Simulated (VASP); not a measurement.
# Li (Fd-3m) in VASP: a series of runs, part 2 of 2

VASP 6.6.1.

### Step 3. Single point, LDA (volume scaled by 0.92)

Input file INCAR:

```
PREC = Accurate
ENCUT = 520
EDIFF = 1E-6
ISMEAR = -1
SIGMA = 0.1
LREAL = False
LASPH = True
NELM = 80
ALGO = Normal
ISIF = 2
LWAVE = False
LCHARG = False
NBANDS = 10
```

Input file KPOINTS:

```
regular mesh
0
Gamma
  11 11 11
```

Input file POSCAR:

```
Li
1.0
    0.0000000000      2.7758959050      2.7758959050
    2.7758959050      0.0000000000      2.7758959050
    2.7758959050      2.7758959050      0.0000000000
Li
2
Direct
    0.1250000000      0.1250000000      0.1250000000
    0.8750000000      0.8750000000      0.8750000000
```

Potentials or basis: VASP PAW LDA potentials, release 64 (Li_sv).

On the command line:

```console
$ cat potpaw_LDA.64/Li_sv/POTCAR > POTCAR
$ mpirun -np 1 vasp_std > vasp.out
```

OUTCAR:

```text
PREC = Accurate
   ENCUT = 520
   EDIFF = 1E-6
   ISMEAR = -1
   LREAL = False
   LASPH = True
   NELM = 80
   ISIF = 2

 ion  position               nearest neighbor table
   1  0.125  0.125  0.125-   2 2.40   2 2.40   2 2.40   2 2.40
   2  0.875  0.875  0.875-   1 2.40   1 2.40   1 2.40   1 2.40

  LATTYP: Found a face centered cubic cell.
 ALAT       =     5.5517918100

  Lattice vectors:

 A1 = (   0.0000000000,   2.7758959050,   2.7758959050)
 A2 = (   2.7758959050,   0.0000000000,   2.7758959050)
 A3 = (   2.7758959050,   2.7758959050,   0.0000000000)

Analysis of symmetry for initial positions (statically):
=====================================================================
 Subroutine PRICEL returns:
 Original cell was already a primitive cell.

 Routine SETGRP: Setting up the symmetry group for a
 face centered cubic supercell.

 Subroutine GETGRP returns: Found 48 space group operations
 (whereof 12 operations were pure point group operations)
 out of a pool of 48 trial point group operations.

The static configuration has the point symmetry D_3d.
 The point group associated with its full space group is O_h .

Analysis of symmetry for dynamics (positions and initial velocities):
=====================================================================
 Subroutine PRICEL returns:
 Original cell was already a primitive cell.

 Routine SETGRP: Setting up the symmetry group for a
 face centered cubic supercell.

 Subroutine GETGRP returns: Found 48 space group operations
 (whereof 12 operations were pure point group operations)
 out of a pool of 48 trial point group operations.

The dynamic configuration has the point symmetry D_3d.
 The point group associated with its full space group is O_h .

 Subroutine INISYM returns: Found 48 space group operations
 (whereof 12 operations are pure point group operations),
 and found     1 'primitive' translations

[... 118 lines left out ...]
   LORBIT       =      0    0 simple, 1 ext, 2 COOP (PROOUT), +10 PAW based schemes
   GGA     = CA    functional components
   LHFCALC =     F    Hartree Fock is set to
   AEXX    =    0.0000 exact exchange contribution
   IVDW    =     0    specifies the selected vdW correction
   LEPSILON=     F    determine dielectric tensor
   LRPA    =     F    only Hartree local field effects (RPA)
 non-spin polarized calculation
  energy-cutoff  :      520.00
  volume of cell :       42.78
 maximum number of plane-waves:      1179
 NGX is ok and might be reduce to    30
   NGX = 15   NGY = 15   NGZ = 15

 number of electron       5.9999989 magnetization

 Free energy of the ion-electron system (eV)
  ---------------------------------------------------
  ext. energy  EPLUGINS =         0.00000000
  ---------------------------------------------------
  free energy    TOTEN  =        -3.04764511 eV

  energy without entropy =       -3.02633547  energy(sigma->0) =       -3.03699029

 E-fermi :   0.7695     XC(G=0):  -6.9947

 val. band max:        0.7643943441   @ k =   0.4545   0.0000   0.0000
 cond. band min:       0.8276984614   @ k =  -0.2727   0.4545   0.1818
 fundamental gap:      0.0633041172
 Fermi energy:         0.7695253117

 k-point     1 :       0.0000    0.0000    0.0000
  band No.  band energies     occupation
      1     -46.1581      2.00000
      2     -46.0091      2.00000
      3      -2.8918      2.00000
      4       6.8097      0.00000
      5       6.8097      0.00000
      6       6.8097      0.00000
      7       8.0654      0.00000
      8       8.0654      0.00000
      9       8.0654      0.00000
     10      13.5261      0.00000
[... 287 lines left out ...]
 k-point    24 :      -0.1818    0.1818    0.0000
  band No.  band energies     occupation
      1     -46.1358      2.00000
      2     -46.0306      2.00000
      3      -1.9608      2.00000
      4       3.6010      0.00000
      5       3.6688      0.00000
      6       5.9108      0.00000
      7       9.1204      0.00000
      8       9.2892      0.00000
      9      10.9923      0.00000
     10      11.0870      0.00000

 [... further k-points ...]

------------------------ aborting loop because EDIFF is reached ----------------------------------------

  FORCE on cell =-STRESS in cart. coord.  units (eV):
  Direction    XX          YY          ZZ          XY          YZ          ZX
  --------------------------------------------------------------------------------------
  -------------------------------------------------------------------------------------
  Total        0.1188213      0.1188213      0.1188213      0.0000000     -0.0000000     -0.0000000
  in kB        4.4500551      4.4500551      4.4500551      0.0000000     -0.0000000     -0.0000000
  external PRESSURE =       4.4500551 kB  Pullay stress =       0.0000000 kB

 VOLUME and BASIS-vectors are now :
 -----------------------------------------------------------------------------
  energy-cutoff  :      520.00
  volume of cell :       42.78
      direct lattice vectors                 reciprocal lattice vectors
     0.000000000  2.775895905  2.775895905    -0.180122028  0.180122028  0.180122028
     2.775895905  0.000000000  2.775895905     0.180122028 -0.180122028  0.180122028
     2.775895905  2.775895905  0.000000000     0.180122028  0.180122028 -0.180122028

 POSITION                                       TOTAL-FORCE (eV/Angst)
 -----------------------------------------------------------------------------------
      0.69397      0.69397      0.69397         0.000000      0.000000      0.000000
      4.85782      4.85782      4.85782        -0.000000     -0.000000     -0.000000
 -----------------------------------------------------------------------------------
    total drift:                                0.000000      0.000000      0.000000

  FREE ENERGIE OF THE ION-ELECTRON SYSTEM (eV)
  ---------------------------------------------------
  free  energy   TOTEN  =        -3.0476451135 eV

  energy  without entropy=       -3.0263354668  energy(sigma->0) =       -3.03699029
```

OSZICAR:

```text
N       E                     dE             d eps       ncg     rms          rms(c)
DAV:   1     0.178694728275E+02    0.17869E+02   -0.30322E+03  1120   0.556E+02
DAV:   2     0.831898868207E-01   -0.17786E+02   -0.17532E+02  1474   0.107E+02
DAV:   3    -0.298255981090E+01   -0.30657E+01   -0.30467E+01  1798   0.321E+01
DAV:   4    -0.305474803452E+01   -0.72188E-01   -0.72114E-01  1496   0.586E+00
DAV:   5    -0.305556831622E+01   -0.82028E-03   -0.82024E-03  1528   0.623E-01    0.370E-01
DAV:   6    -0.305041718481E+01    0.51511E-02   -0.21326E-03  2076   0.181E-01    0.203E-01
DAV:   7    -0.304764266069E+01    0.27745E-02   -0.46349E-03  2188   0.251E-01    0.765E-02
DAV:   8    -0.304764359970E+01   -0.93901E-06   -0.84351E-05  1312   0.897E-02    0.305E-03
DAV:   9    -0.304764501909E+01   -0.14194E-05   -0.85739E-06  1730   0.247E-02    0.168E-03
DAV:  10    -0.304764511347E+01   -0.94382E-07   -0.19825E-07   810   0.356E-03
   1 F= -.30476451E+01 E0= -.30369903E+01  d E =-.213096E-01
```

Wall time 16 s (1 thread of Intel Xeon Platinum 8488C (Sapphire Rapids), shared host); peak memory 0.14 GiB.

What came out:

```yaml
Free_energy: -3.0476 eV
Band_gap_on_the_k_mesh: zero (band 3 reaches 0.91 eV, above the bottom of band 4 at 0.66 eV)
```

Levels at points of the mesh, in eV from the Fermi level:
| k point | band 1 | band 2 | band 3 | band 4 | band 5 | band 6 |
| --- | --- | --- | --- | --- | --- | --- |
| (0.00, 0.00, 0.00) | -46.93 | -46.78 | -3.66 | 6.04 | 6.04 | 6.04 |

Caveat: the cutoff is under 1.25 times the usual one of these potentials, so pressure, stress and relaxed cells hold a basis-set (Pulay) error.

### Step 4. Single point, LDA (volume scaled by 0.96)

Input file INCAR:

```
SYSTEM = Li
ALGO     = Normal         ! electronic algorithm
EDIFF    = 1E-7           ! SCF threshold, eV
ENCUT    = 520            ! plane-wave cutoff, eV
ISIF     = 2              ! what is computed and relaxed
ISMEAR   = -1             ! smearing method
LASPH    = .TRUE.         ! aspherical terms in the spheres
LCHARG   = .FALSE.        ! write CHGCAR
LREAL    = .FALSE.        ! projectors in reciprocal space
LWAVE    = .FALSE.        ! write WAVECAR
NBANDS   = 10             ! bands
NELM     = 100            ! most SCF steps
PREC     = Accurate       ! precision mode
SIGMA    = 0.1            ! smearing width, eV
```

Input file KPOINTS:

```
k-points
0
G
  11 11 11
  0 0 0
```

Input file POSCAR:

```
Li
1.0
    0.0000000000      2.8155569192      2.8155569192
    2.8155569192      0.0000000000      2.8155569192
    2.8155569192      2.8155569192      0.0000000000
Li
2
Direct
    0.1250000000      0.1250000000      0.1250000000
    0.8750000000      0.8750000000      0.8750000000
```

On the command line:

```console
$ cat potpaw_LDA.64/Li_sv/POTCAR > POTCAR
$ mpirun -np 1 vasp_std > vasp.out
```

Run time: 17 s. Hardware: 1 thread of Intel Xeon Platinum 8488C (Sapphire Rapids), shared host; peak memory 0.14 GiB.

Results (log left out):

| Item | Value |
| --- | --- |
| Free energy | -3.0524 eV |
| Band gap on the k mesh | zero (band 3 reaches 0.79 eV, above the bottom of band 4 at 0.48 eV) |

Levels at points of the mesh, in eV from the Fermi level:
| k point | band 1 | band 2 | band 3 | band 4 | band 5 | band 6 |
| --- | --- | --- | --- | --- | --- | --- |
| (0.00, 0.00, 0.00) | -46.90 | -46.77 | -3.57 | 5.89 | 5.89 | 5.89 |

Caveat: the cutoff is under 1.25 times the usual one of these potentials, so pressure, stress and relaxed cells hold a basis-set (Pulay) error.

### Step 5. Summary

| cell | gap on the mesh (eV) |
| --- | --- |
| a = 3.868 Å, angles 60.0°, 2 atoms | none |
| a = 3.926 Å, angles 60.0°, 2 atoms | none |
| a = 3.982 Å, angles 60.0°, 2 atoms | none |

Alike in all rows: task single point; level LDA; potentials or basis VASP PAW LDA potentials, release 64 (Li_sv); no spin polarisation; k mesh 11 × 11 × 11; cutoff (eV) 520; smearing fermi-dirac 0.1 eV.

Caveats: the cutoff is under 1.25 times the usual one of these potentials, so pressure, stress and relaxed cells hold a basis-set (Pulay) error.

Total energies depend on the potentials used, so only differences within one code and one set of settings carry meaning.
